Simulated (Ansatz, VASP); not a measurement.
SiC: VASP beside Ansatz

```
Si C
1.0
     2.17400   -2.17400    0.00000
     2.17400    0.00000   -2.17400
    11.59481    7.24659    7.24659
Si C
6 6
Direct
  0.62502 0.62502 0.06247
  0.40277 0.40277 0.89580
  0.18057 0.18057 0.22913
  0.29167 0.29167 0.56247
  0.73612 0.73612 0.39580
  0.84722 0.84722 0.72913
  0.37501 0.37501 0.43747
  0.81946 0.81946 0.27080
  0.93056 0.93056 0.60413
  0.04166 0.04166 0.93747
  0.48611 0.48611 0.77080
  0.26391 0.26391 0.10413
```

Alike in both runs: task single point; functional PBE; k mesh 10 × 10 × 2; occupations gaussian, width 0.05 eV; no spin polarisation.

|  | VASP | Ansatz |
| --- | --- | --- |
| version | VASP 6.6.1 | Ansatz 0.2.0 |
| potentials or method | VASP PAW PBE potentials, release 64 (Si, C), cutoff 520 eV | scalar-relativistic, plane waves, PAW |
| valence electrons in the cell | 48 | 48 |

```tsv
	VASP	Ansatz	Ansatz less VASP
gap on the k mesh at the Fermi level (eV)	0.95	0.96	+0.008
least direct gap on the mesh (eV)	2.01	2.02	+0.009
pressure (GPa)	2.4	2.5	+0.04
traceless stress, the component that is largest in VASP (GPa)	1.72	1.73	+0.010
rms of the force components (eV/Å)	0.107	0.111	+0.0037
```

Atom by atom the forces differ by 0.004 eV/Å (rms over components).
